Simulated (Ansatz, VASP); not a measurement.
## Ru in VASP and in Ansatz

```
CELL_PARAMETERS angstrom
0.00000 0.00000 4.29678
-5.43997 0.00000 0.00000
2.71999 -4.71115 0.00000
ATOMIC_POSITIONS crystal
Ru 0.25000 0.33333 0.16667
Ru 0.25000 0.33333 0.66667
Ru 0.25000 0.83333 0.16667
Ru 0.25000 0.83333 0.66667
Ru 0.75000 0.16667 0.33333
Ru 0.75000 0.16667 0.83333
Ru 0.75000 0.66667 0.33333
Ru 0.75000 0.66667 0.83333
```

Alike in both runs: functional PBE; k mesh 8 × 6 × 6; occupations gaussian, width 0.1 eV; no spin polarisation.

Ansatz relaxed the structure, and its values are those at the end. VASP's run is a single point on that final structure, the one shown.

```csv
,VASP,Ansatz
version,VASP 6.6.1,Ansatz 0.2.0
potentials or method,"VASP PAW PBE potentials, release 64 (Ru_pv), cutoff 520 eV","scalar-relativistic, plane waves, PAW"
valence electrons in the cell,112,128
```

Ansatz gave:

| Property | Result |
| --- | --- |
| gap on the k mesh at the Fermi level (eV) | none |
| pressure (GPa) | -0.1 |

Estimate VASP's values.

gap on the k mesh at the Fermi level (eV): none; pressure (GPa): -0.2.

A gap of «none» marks a metal or a gap that the smearing closes. The functional is the same, so the differences come from potentials, cutoffs and numerics. VASP's potentials hold 112 valence electrons a cell and Ansatz's 128, so a difference there can come from the potentials and not from the codes.
